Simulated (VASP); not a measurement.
Write the native input for VASP 6.6.1 that does the following.

| Item | Value |
| --- | --- |
| Task | single point |
| Functional | PBEsol |
| Potentials or basis | VASP PAW PBE potentials, release 64 (O, Ti_sv) |
| Cutoff | 520 eV |
| k mesh | 9 × 4 × 1 |
| Occupations | gaussian, width 0.05 eV |
| Spin | no spin polarisation |
| Dipole correction | yes |
| Further INCAR settings | ALGO = Normal; EDIFF = 1e-07; NBANDS = 60 |

The structure of TiO2 lies in POSCAR:

```
TiO2
1.0
    2.9392264234      0.0000000000      0.0000000000
    0.0000000000      6.4924689584      0.0000000000
    0.0000000000      0.0000000000     20.7859572802
O Ti
8 4
Direct
    0.0000000000      0.0000000000      0.3566045186
    0.5000000000      0.3096300027      0.4166772026
    0.5000000000      0.6903699973      0.4166772026
    0.0000000000      0.0000000000      0.4799239554
    0.0000000000      0.5000000000      0.5200760305
    0.5000000000      0.8096299473      0.5833228184
    0.5000000000      0.1903700527      0.5833228184
    0.0000000000      0.5000000000      0.6433954598
    0.0000000000      0.5000000000      0.4350417475
    0.5000000000      0.0000000000      0.4073207375
    0.0000000000      0.0000000000      0.5649582585
    0.5000000000      0.5000000000      0.5926792500
```

One way to write it, as run:

INCAR

```
PREC = Accurate ; ENCUT = 520
EDIFF = 1E-7 ; ISMEAR = 0
SIGMA = 0.05 ; LREAL = False
LASPH = True ; NELM = 60
ALGO = Normal ; ISIF = 2
LWAVE = False ; LCHARG = True
LDIPOL = True ; IDIPOL = 3
DIPOL = 0.5 0.5 0.500 ; GGA = PS
LELF = True ; LVHAR = True
LVACPOTAV = True ; NBANDS = 60
```

KPOINTS

```
regular mesh
0
Gamma
  9 4 1
```

Potentials or basis: VASP PAW PBE potentials, release 64 (O, Ti_sv).

The run is started by

```bash
$ cat potpaw_PBE.64/O/POTCAR potpaw_PBE.64/Ti_sv/POTCAR > POTCAR
$ mpirun -np 1 vasp_std > vasp.out
```

Results of the run:

The largest force is 0.124 eV/Å. The band gap on the k mesh is 2.38 eV.

Caveat: the PAW data sets were made with another functional, which shifts forces and pressure a little.

It took 8.1 min on 1 thread of Intel(R) Xeon(R) 6975P-C (Granite Rapids), with other jobs on the host, peak memory 0.55 GiB.
